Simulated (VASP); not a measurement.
# AlSi23HO48 (a cell with a defect) in VASP: further runs, part 2 of 2

VASP 6.6.1. Earlier steps stand in the parts before.

**3. Single point, r2SCAN**

Contents of POSCAR:

```
AlSi23HO48
1.0
    9.8316000000      0.0000000000      0.0000000000
   -4.9158000000      8.5144150000      0.0000000000
    0.0000000000      0.0000000000     10.8182000000
Si O Al H
23 48 1 1
Direct
    0.2665240000      0.0059135000      0.1655480000
    0.0047801000      0.2668430000      0.3336890000
    0.2385990000      0.2405240000      0.9993619200
    0.2643930000      0.9914680000      0.6636310000
    0.9894460000      0.2647620000      0.8359160000
    0.2293890000      0.2223500000      0.5039390000
    0.2727950000      0.5039720000      0.1701260000
    0.0007480400      0.7714690000      0.3320030000
    0.2399190000      0.7394080000      0.0036103000
    0.0005861100      0.7613600000      0.8352580000
    0.2367220000      0.7327650000      0.4952940000
    0.7737470000      0.0013135000      0.1675400000
    0.4994380000      0.2689920000      0.3361520000
    0.7231280000      0.2276360000      0.0052600000
    0.7672260000      0.0003560100      0.6682640000
    0.4965340000      0.2621350000      0.8323230000
    0.7339230000      0.2294280000      0.4977480000
    0.7650270000      0.5009460000      0.1701520000
    0.5060110000      0.7694440000      0.3373120000
    0.7350110000      0.7342260000      0.0017393000
    0.7695000000      0.4946490000      0.6683140000
    0.5049940000      0.7715690000      0.8364450000
    0.7366290000      0.7353900000      0.5035120000
    0.0669300000      0.1970330000      0.4418620000
    0.3005170000      0.3678670000      0.1107810000
    0.1415150000      0.4331920000      0.2788680000
    0.2055230000      0.0726220000      0.0529050000
    0.3638220000      0.2956960000      0.3956590000
    0.4304760000      0.1432870000      0.2228400000
    0.0774410000      0.2214290000      0.9403120000
    0.2816500000      0.3345550000      0.6226230000
    0.1127490000      0.4436080000      0.7736440000
    0.2025460000      0.0517640000      0.5480320000
    0.3666400000      0.3006510000      0.8886370000
    0.4259760000      0.1307370000      0.7237120000
    0.0744250000      0.7148220000      0.4404160000
    0.2990230000      0.8705150000      0.1122040000
    0.1321980000      0.9367910000      0.2719290000
    0.2122820000      0.5747800000      0.0606630000
    0.3722160000      0.8059320000      0.3878360000
    0.4380460000      0.6385040000      0.2276310000
    0.0725450000      0.7073100000      0.9477570000
    0.2961460000      0.8548910000      0.6125940000
    0.1305640000      0.9238230000      0.7720150000
    0.2046780000      0.5650810000      0.5413850000
    0.3666500000      0.8003610000      0.8916470000
    0.4446260000      0.6419540000      0.7304500000
    0.5694620000      0.2032300000      0.4422660000
    0.7877240000      0.3607110000      0.1128000000
    0.6375250000      0.4354250000      0.2820770000
    0.7013660000      0.0652280000      0.0614060000
    0.8647800000      0.2916250000      0.3887050000
    0.9390500000      0.1430300000      0.2186820000
    0.5593170000      0.1980150000      0.9456520000
    0.7972430000      0.3592890000      0.6087090000
    0.6382200000      0.4247080000      0.7766210000
    0.7041580000      0.0647460000      0.5563510000
    0.8528310000      0.2900690000      0.8935630000
    0.9329220000      0.1411050000      0.7233450000
    0.5690300000      0.7046840000      0.4500810000
    0.8090660000      0.8707120000      0.1071580000
    0.6493380000      0.9307470000      0.2810300000
    0.7023520000      0.5687240000      0.0603190000
    0.8621690000      0.7960110000      0.3902950000
    0.9317650000      0.6379980000      0.2237340000
    0.5714880000      0.7153310000      0.9525590000
    0.7999120000      0.8658140000      0.6135890000
    0.6435860000      0.9394650000      0.7823920000
    0.7160940000      0.5738100000      0.5617710000
    0.8581930000      0.7836980000      0.8863920000
    0.9385760000      0.6183740000      0.7325650000
    0.2790850000      0.5026830000      0.6579390000
    0.0389346800      0.5237600300      0.7531024500
```

Contents of INCAR.step1:

```
SYSTEM = AlSi23HO48
PREC = Accurate ; ENCUT = 520
ISMEAR = 0 ; SIGMA = 0.02
LREAL = Auto ; LASPH = .True.
NELM = 60 ; NBANDS = 234
GGA = PE ; ALGO = Normal
EDIFF = 1E-4 ; LWAVE = .True.
LCHARG = .False.
```

Contents of INCAR.step2:

```
SYSTEM = AlSi23HO48
PREC = Accurate ; ENCUT = 520
EDIFF = 1E-7 ; ISMEAR = 0
SIGMA = 0.02 ; LREAL = Auto
LASPH = .True. ; NELM = 60
ALGO = Normal ; ISIF = 2
LWAVE = .False. ; LCHARG = .False.
METAGGA = R2SCAN ; LMIXTAU = .True.
NBANDS = 234 ; ISTART = 1
```

Contents of KPOINTS:

```
regular mesh
0
Gamma
  1 1 1
  0 0 0
```

Potentials or basis: VASP PAW PBE potentials, release 64 (Si, O, Al, H).

Command:

```
> cat potpaw_PBE.64/Si/POTCAR potpaw_PBE.64/O/POTCAR potpaw_PBE.64/Al/POTCAR potpaw_PBE.64/H/POTCAR > POTCAR
> cp INCAR.step1 INCAR
> mpirun -np 1 vasp_gam > vasp.out
> cp INCAR.step2 INCAR
> mpirun -np 1 vasp_gam > vasp.out
```

OUTCAR:

```text
SYSTEM = AlSi23HO48
   PREC = Accurate
   ENCUT = 520
   EDIFF = 1E-7
   ISMEAR = 0
   LREAL = Auto
   LASPH = .True.
   NELM = 60
   ISIF = 2
   METAGGA = R2SCAN
   ISTART = 1

 ion  position               nearest neighbor table
   1  0.267  0.006  0.166-  29 1.62  37 1.62  38 1.62  27 1.63   3 3.04   9 3.05   8 3.06  13 3.07

   2  0.005  0.267  0.334-  24 1.62  26 1.62  52 1.63  53 1.63  12 3.05   7 3.06  17 3.07   6 3.07

   3  0.239  0.241  0.999-  34 1.62  25 1.62  27 1.62  30 1.63  16 3.03   1 3.04   7 3.06   5 3.13

   4  0.264  0.991  0.664-  43 1.62  33 1.63  35 1.63  44 1.64   6 3.01  11 3.03  10 3.07  16 3.09

   5  0.989  0.265  0.836-  30 1.60  58 1.61  59 1.61  32 1.70  15 3.02  14 3.06   3 3.13
   6  0.229  0.222  0.504-  31 1.60  24 1.63  33 1.63  28 1.64   4 3.01  72 3.04  13 3.06   2 3.07

   7  0.273  0.504  0.170-  41 1.62  26 1.62  25 1.63  39 1.63  19 3.06   3 3.06   2 3.06   9 3.07

   8  0.001  0.771  0.332-  36 1.62  38 1.62  64 1.63  65 1.63  18 3.06   1 3.06  23 3.06  11 3.09
[... 31 lines left out ...]
  24  0.067  0.197  0.442-   2 1.62   6 1.63
  25  0.301  0.368  0.111-   3 1.62   7 1.63
  26  0.142  0.433  0.279-   2 1.62   7 1.62
  27  0.206  0.073  0.053-   3 1.62   1 1.63
[... 359 lines left out ...]
      1     -19.8655      2.00000
      2     -19.4822      2.00000
      3     -19.2620      2.00000
      4     -19.2283      2.00000
      5     -19.1550      2.00000
      6     -19.1090      2.00000
[... 196 lines left out ...]
    203      10.2545      0.00000
    204      10.3026      0.00000
 [bands above 204 left out]

------------------------ aborting loop because EDIFF is reached ----------------------------------------

  FORCE on cell =-STRESS in cart. coord.  units (eV):
  Direction    XX          YY          ZZ          XY          YZ          ZX
  --------------------------------------------------------------------------------------
  -------------------------------------------------------------------------------------
  Total      -22.0104797    -15.5145055    -14.2881173      4.2515691      2.4100956     -0.7503203
  in kB      -38.9409076    -27.4482398    -25.2785156      7.5218697      4.2639375     -1.3274655
  external PRESSURE =     -30.5558877 kB  Pullay stress =       0.0000000 kB

 VOLUME and BASIS-vectors are now :
 -----------------------------------------------------------------------------
  energy-cutoff  :      520.00
  volume of cell :      905.60
      direct lattice vectors                 reciprocal lattice vectors
     9.831600000  0.000000000  0.000000000     0.101712844  0.058723941  0.000000000
    -4.915800000  8.514415000  0.000000000     0.000000000  0.117447881  0.000000000
     0.000000000  0.000000000 10.818200000     0.000000000  0.000000000  0.092436819

 POSITION                                       TOTAL-FORCE (eV/Angst)
 -----------------------------------------------------------------------------------
      2.59129      0.05035      1.79093         0.029551      0.025475     -0.022465
     -1.26475      2.27201      3.60991         0.015200      0.047557     -0.009717
      1.16344      2.04792     10.81130        -0.215229      0.036603     -0.114022
     -2.27445      8.44177      7.17929         0.112132      0.113811     -0.095849
      8.42632      2.25429      9.04311         0.175575      1.080534     -0.489214
      1.16223      1.89318      5.45171        -0.081783      0.059511      0.073338
[... 65 lines left out ...]
      0.27276      4.28005      7.11772        -0.566425     -0.219803      0.511535
     -2.19191      4.45951      8.14721         2.887608     -1.923902      0.561073
 -----------------------------------------------------------------------------------
    total drift:                                0.009664      0.011638      0.004119

  FREE ENERGIE OF THE ION-ELECTRON SYSTEM (eV)
  ---------------------------------------------------
  free  energy   TOTEN  =      -715.5675160127 eV

  energy  without entropy=     -715.5675160127  energy(sigma->0) =     -715.56751601
```

OSZICAR.step1:

```text
N       E                     dE             d eps       ncg     rms          rms(c)
DAV:   1     0.351854092861E+04    0.35185E+04   -0.23283E+05   476   0.162E+03
DAV:   2    -0.350969549201E+03   -0.38695E+04   -0.37634E+04   574   0.389E+02
DAV:   3    -0.638187408494E+03   -0.28722E+03   -0.28570E+03   552   0.114E+02
DAV:   4    -0.643831734800E+03   -0.56443E+01   -0.56244E+01   544   0.174E+01
DAV:   5    -0.643964752613E+03   -0.13302E+00   -0.13279E+00   552   0.251E+00    0.697E+01
DAV:   6    -0.568944538471E+03    0.75020E+02   -0.33700E+02   528   0.365E+01    0.321E+01
DAV:   7    -0.569215127342E+03   -0.27059E+00   -0.91734E+00   600   0.622E+00    0.122E+01
DAV:   8    -0.569218646962E+03   -0.35196E-02   -0.54214E-01   544   0.213E+00    0.486E+00
DAV:   9    -0.569304072961E+03   -0.85426E-01   -0.20157E-01   552   0.150E+00    0.759E-01
DAV:  10    -0.569317113595E+03   -0.13041E-01   -0.52807E-02   552   0.574E-01    0.540E-01
DAV:  11    -0.569317978179E+03   -0.86458E-03   -0.55893E-03   552   0.184E-01    0.354E-01
DAV:  12    -0.569319686326E+03   -0.17081E-02   -0.36243E-03   536   0.160E-01    0.711E-02
DAV:  13    -0.569319780358E+03   -0.94032E-04   -0.90044E-04   544   0.920E-02
   1 F= -.56931978E+03 E0= -.56931978E+03  d E =-.148985E-32
```

It took 17 min on 1 thread of Intel Xeon Platinum 8488C (Sapphire Rapids), shared host; peak memory 1.1 GiB.

Results:

```
Free energy            : -715.5675 eV
Pressure               : -3.1 GPa
Largest force          : 3.515 eV/Å
Band gap on the k mesh : 5.81 eV
```

Forces on the atoms (eV/Å):
```
Si   0.030  0.025 -0.022
Si   0.015  0.048 -0.010
Si  -0.215  0.037 -0.114
Si   0.112  0.114 -0.096
Si   0.176  1.081 -0.489
Si  -0.082  0.060  0.073
Si   0.023 -0.034 -0.049
Si  -0.008  0.062 -0.039
Si   0.178 -0.113  0.007
Si  -0.009  0.778  0.734
Si   0.112 -0.146 -0.024
Si   0.021  0.064 -0.016
Si  -0.052  0.023 -0.022
Si   0.117 -0.021 -0.116
Si   0.122  0.182  0.113
Si  -0.138 -0.049  0.123
Si   0.045 -0.134 -0.073
Si   0.059 -0.055  0.002
Si  -0.016  0.024 -0.030
Si  -0.181 -0.056  0.111
Si  -0.586 -0.752 -0.430
Si  -0.071 -0.048 -0.067
Si  -0.137  0.099 -0.064
O    0.116  0.221 -0.146
O   -0.241 -0.002 -0.111
O    0.135 -0.221 -0.142
O    0.183  0.188  0.185
O    0.153 -0.260  0.103
O   -0.240  0.007  0.159
O    0.208  0.020  0.057
O   -0.014 -0.112 -0.396
O   -3.057  1.585 -0.628
O    0.144  0.175  0.217
O    0.225 -0.265  0.138
O   -0.253 -0.003  0.123
O    0.072  0.202 -0.115
O   -0.291 -0.030 -0.175
O    0.164 -0.236 -0.114
O    0.121  0.264  0.175
O    0.111 -0.247  0.156
O   -0.253  0.045  0.166
O   -0.066  0.196 -0.369
O   -0.327  0.019 -0.135
O    0.091 -0.428 -0.113
O    0.018  0.431 -0.094
O    0.077 -0.190  0.194
O   -0.073  0.236  0.166
O    0.128  0.257 -0.105
O   -0.290  0.025 -0.103
O    0.140 -0.213 -0.155
O    0.149  0.188  0.166
O    0.080 -0.224  0.177
O   -0.257 -0.029  0.181
O    0.087  0.251 -0.168
O   -0.310  0.203 -0.008
O    0.311 -0.014 -0.239
O    0.106  0.242  0.115
O   -0.146 -0.327  0.315
O   -0.369 -0.298  0.062
O    0.176  0.237 -0.142
O   -0.259 -0.081 -0.159
O    0.103 -0.216 -0.149
O    0.165  0.248  0.105
O    0.128 -0.242  0.174
O   -0.273  0.028  0.152
O    0.216  0.206 -0.150
O   -0.223 -0.107 -0.184
O    0.118 -0.252 -0.157
O    0.287  0.175  0.313
O    0.310 -0.284 -0.032
O    0.782 -0.414  0.114
Al  -0.566 -0.220  0.512
H    2.888 -1.924  0.561
```

Caveat: the k points lie up to 0.74 Å⁻¹ apart; the PAW data sets were made with another functional, which shifts forces and pressure a little.

**4. Single point, r2SCAN**

Changes to POSCAR since step 3:

```diff
@@ -80,2 +80,2 @@
     0.2790850000      0.5026830000      0.6579390000
-    0.0389346800      0.5237600300      0.7531024500
+    0.0694594000      0.4906144600      0.7615970800
```

Contents of INCAR.step1:

```
PREC = Accurate
ENCUT = 520
ISMEAR = 0
SIGMA = 0.02
LREAL = Auto
LASPH = True
NELM = 100
NBANDS = 234
GGA = PE
ALGO = Normal
EDIFF = 1E-4
LWAVE = True
LCHARG = False
```

Contents of INCAR.step2:

```
PREC = Accurate
ENCUT = 520
EDIFF = 1E-7
ISMEAR = 0
SIGMA = 0.02
LREAL = Auto
LASPH = True
NELM = 100
ALGO = Normal
ISIF = 2
LWAVE = False
LCHARG = True
METAGGA = R2SCAN
LMIXTAU = True
LELF = True
LVHAR = True
NBANDS = 234
ISTART = 1
```

Contents of KPOINTS:

```
Automatic mesh
0
Gamma
  1 1 1
```

Command:

```
> cat potpaw_PBE.64/Si/POTCAR potpaw_PBE.64/O/POTCAR potpaw_PBE.64/Al/POTCAR potpaw_PBE.64/H/POTCAR > POTCAR
> cp INCAR.step1 INCAR
> mpirun -np 1 vasp_gam > vasp.out
> cp INCAR.step2 INCAR
> mpirun -np 1 vasp_gam > vasp.out
```

Run time: 14 min. Hardware: 1 thread of Intel Xeon 6975P-C (Granite Rapids), shared host; peak memory 1.1 GiB.

Results (log left out):

- Free energy: -715.0319 eV
- Pressure: -1.7 GPa
- Largest force: 20.539 eV/Å
- Band gap on the k mesh: 6.24 eV

Forces in eV/Å, atoms in the order of the input:
```
Si    0.033  -0.012  -0.001
Si   -0.042   0.040  -0.014
Si    0.025  -0.021  -0.007
Si    0.018  -0.038   0.052
Si    0.082  -0.379   0.176
Si   -0.005  -0.077  -0.039
Si    0.053  -0.007   0.016
Si   -0.021   0.030   0.016
Si   -0.105   0.001   0.003
Si    0.009  -0.218  -0.201
Si   -0.085   0.015   0.018
Si    0.053  -0.004   0.012
Si    0.002   0.035   0.005
Si   -0.064  -0.031   0.029
Si    0.043  -0.035  -0.051
Si   -0.013   0.088  -0.037
Si   -0.037   0.005   0.032
Si    0.027   0.011  -0.006
Si    0.014   0.037  -0.004
Si    0.022  -0.033  -0.045
Si    0.230   0.184   0.145
Si    0.003   0.066   0.059
Si    0.024  -0.081   0.039
O     0.122   0.244  -0.112
O    -0.272  -0.014  -0.149
O     0.145  -0.216  -0.151
O     0.139   0.243   0.158
O     0.106  -0.251   0.134
O    -0.249   0.007   0.148
O     0.029   0.220  -0.193
O    -0.186   0.001  -0.235
O    17.076 -10.818   3.335
O     0.110   0.259   0.179
O     0.097  -0.260   0.180
O    -0.251   0.002   0.128
O     0.130   0.204  -0.155
O    -0.252  -0.021  -0.159
O     0.173  -0.211  -0.134
O     0.147   0.201   0.126
O     0.121  -0.285   0.164
O    -0.272   0.022   0.143
O     0.179   0.236  -0.103
O    -0.250   0.002  -0.197
O     0.190  -0.159  -0.132
O     0.101   0.220   0.169
O     0.140  -0.245   0.146
O    -0.235   0.080   0.155
O     0.106   0.235  -0.144
O    -0.248  -0.024  -0.149
O     0.135  -0.231  -0.166
O     0.151   0.233   0.114
O     0.133  -0.236   0.142
O    -0.247  -0.013   0.169
O     0.150   0.229  -0.131
O    -0.232  -0.088  -0.174
O     0.091  -0.273  -0.126
O     0.156   0.214   0.157
O     0.255  -0.153   0.036
O    -0.271   0.110   0.202
O     0.112   0.250  -0.168
O    -0.302  -0.034  -0.113
O     0.097  -0.204  -0.160
O     0.150   0.216   0.150
O     0.126  -0.211   0.139
O    -0.269   0.014   0.146
O     0.123   0.199  -0.186
O    -0.296   0.016  -0.140
O     0.133  -0.230  -0.161
O     0.072   0.193   0.085
O     0.077  -0.161   0.238
O    -0.545   0.179   0.105
Al    0.222   0.001  -0.116
H   -17.181  10.732  -3.388
```

Stress tensor (GPa, compression positive):
```
-0.98 -1.10  0.31
-1.10 -1.65 -0.15
 0.31 -0.15 -2.49
```

Levels at points of the mesh, in eV from the valence-band top:
```
           k point  band 188  band 189  band 190  band 191  band 192  band 193  band 194  band 195  band 196  band 197
(0.00, 0.00, 0.00)     -0.30     -0.26     -0.12     -0.07      0.00      6.24      8.22      8.27      8.60      8.63
```

Caveat: the k points lie up to 0.74 Å⁻¹ apart; the PAW data sets were made with another functional, which shifts forces and pressure a little.

**5. Single point, r2SCAN**

Changes to POSCAR since step 4:

```diff
@@ -80,2 +80,2 @@
     0.2790850000      0.5026830000      0.6579390000
-    0.0694594000      0.4906144600      0.7615970800
+    0.0661294300      0.4942303400      0.7606703900
```

Contents of INCAR.step1:

```
PREC = Accurate
ENCUT = 520
ISMEAR = 0
SIGMA = 0.02
LREAL = Auto
LASPH = T
NELM = 80
NBANDS = 234
GGA = PE
ALGO = Normal
EDIFF = 1E-4
LWAVE = T
LCHARG = F
```

Contents of INCAR.step2:

```
PREC = Accurate
ENCUT = 520
EDIFF = 1E-6
ISMEAR = 0
SIGMA = 0.02
LREAL = Auto
LASPH = T
NELM = 80
ALGO = Normal
ISIF = 2
LWAVE = F
LCHARG = F
METAGGA = R2SCAN
LMIXTAU = T
NBANDS = 234
ISTART = 1
```

Contents of KPOINTS:

```
regular mesh
0
Gamma
  1 1 1
```

Command:

```
> cat potpaw_PBE.64/Si/POTCAR potpaw_PBE.64/O/POTCAR potpaw_PBE.64/Al/POTCAR potpaw_PBE.64/H/POTCAR > POTCAR
> cp INCAR.step1 INCAR
> mpirun -np 1 vasp_gam > vasp.out
> cp INCAR.step2 INCAR
> mpirun -np 1 vasp_gam > vasp.out
```

Run time: 15 min. Hardware: 1 thread of Intel Xeon 6975P-C (Granite Rapids), shared host; peak memory 1.1 GiB.

Results (log left out):

| Property | Result |
| --- | --- |
| Free energy | -715.9595 eV |
| Pressure | -2.1 GPa |
| Largest force | 11.107 eV/Å |
| Band gap on the k mesh | 6.22 eV |

Forces on the atoms (eV/Å):
```
Si   0.033 -0.010 -0.002
Si  -0.038  0.040 -0.014
Si   0.011 -0.018 -0.013
Si   0.022 -0.028  0.044
Si   0.065 -0.274  0.128
Si  -0.010 -0.070 -0.032
Si   0.051 -0.008  0.012
Si  -0.021  0.032  0.012
Si  -0.086 -0.006  0.006
Si   0.000 -0.164 -0.156
Si  -0.072  0.005  0.013
Si   0.051  0.000  0.010
Si  -0.001  0.035  0.003
Si  -0.052 -0.030  0.019
Si   0.050 -0.021 -0.040
Si  -0.020  0.080 -0.027
Si  -0.031 -0.006  0.025
Si   0.028  0.007 -0.006
Si   0.013  0.036 -0.006
Si   0.010 -0.034 -0.037
Si   0.182  0.141  0.116
Si   0.000  0.059  0.051
Si   0.015 -0.071  0.034
O    0.122  0.242 -0.114
O   -0.270 -0.014 -0.147
O    0.145 -0.216 -0.150
O    0.141  0.240  0.159
O    0.109 -0.252  0.133
O   -0.248  0.007  0.148
O    0.041  0.208 -0.179
O   -0.175 -0.005 -0.243
O    9.210 -5.948  1.778
O    0.112  0.254  0.181
O    0.104 -0.261  0.177
O   -0.251  0.001  0.127
O    0.127  0.203 -0.152
O   -0.255 -0.021 -0.161
O    0.173 -0.212 -0.133
O    0.145  0.205  0.129
O    0.120 -0.282  0.163
O   -0.271  0.024  0.144
O    0.166  0.231 -0.119
O   -0.255  0.001 -0.193
O    0.185 -0.174 -0.131
O    0.094  0.237  0.149
O    0.134 -0.242  0.148
O   -0.225  0.090  0.156
O    0.107  0.237 -0.141
O   -0.250 -0.021 -0.145
O    0.135 -0.230 -0.165
O    0.151  0.230  0.118
O    0.130 -0.235  0.144
O   -0.248 -0.014  0.170
O    0.146  0.230 -0.133
O   -0.235 -0.070 -0.164
O    0.104 -0.260 -0.133
O    0.152  0.216  0.154
O    0.222 -0.169  0.060
O   -0.277  0.080  0.193
O    0.115  0.250 -0.167
O   -0.300 -0.037 -0.116
O    0.097 -0.205 -0.160
O    0.151  0.218  0.148
O    0.126 -0.212  0.140
O   -0.269  0.015  0.147
O    0.128  0.199 -0.184
O   -0.292  0.009 -0.143
O    0.131 -0.231 -0.160
O    0.083  0.191  0.097
O    0.090 -0.168  0.224
O   -0.494  0.158  0.105
Al   0.163 -0.009 -0.078
H   -9.248  5.815 -1.822
```

Stress tensor (GPa, compression positive):
```
-1.82 -0.58  0.15
-0.58 -1.96 -0.04
 0.15 -0.04 -2.52
```

Levels at points of the mesh, in eV from the valence-band top:
```tsv
k point	band 189	band 190	band 191	band 192	band 193	band 194	band 195	band 196
(0.00, 0.00, 0.00)	-0.27	-0.12	-0.07	0.00	6.22	8.19	8.26	8.59
```

Caveat: the k points lie up to 0.74 Å⁻¹ apart; the PAW data sets were made with another functional, which shifts forces and pressure a little.

**6. Overview**

| cell | gap on the mesh (eV) | pressure (GPa) | largest force (eV/Å) |
| --- | --- | --- | --- |
| as given, atomic positions A | 6.01 | -3.0 | 3.85 |
| as given, atomic positions B | 5.81 | -3.1 | 3.51 |
| as given, atomic positions C | 6.24 | -1.7 | 20.54 |
| as given, atomic positions D | 6.22 | -2.1 | 11.11 |

Alike in all rows: task single point; level r2SCAN; potentials or basis VASP PAW PBE potentials, release 64 (Si, O, Al, H); no spin polarisation; k mesh 1 × 1 × 1; cutoff (eV) 520; smearing gaussian 0.02 eV.

Caveats: all runs use coarse meshes; the PAW data sets were made with another functional, which shifts forces and pressure a little.

Absolute energies hang on the potentials; compare differences alone.
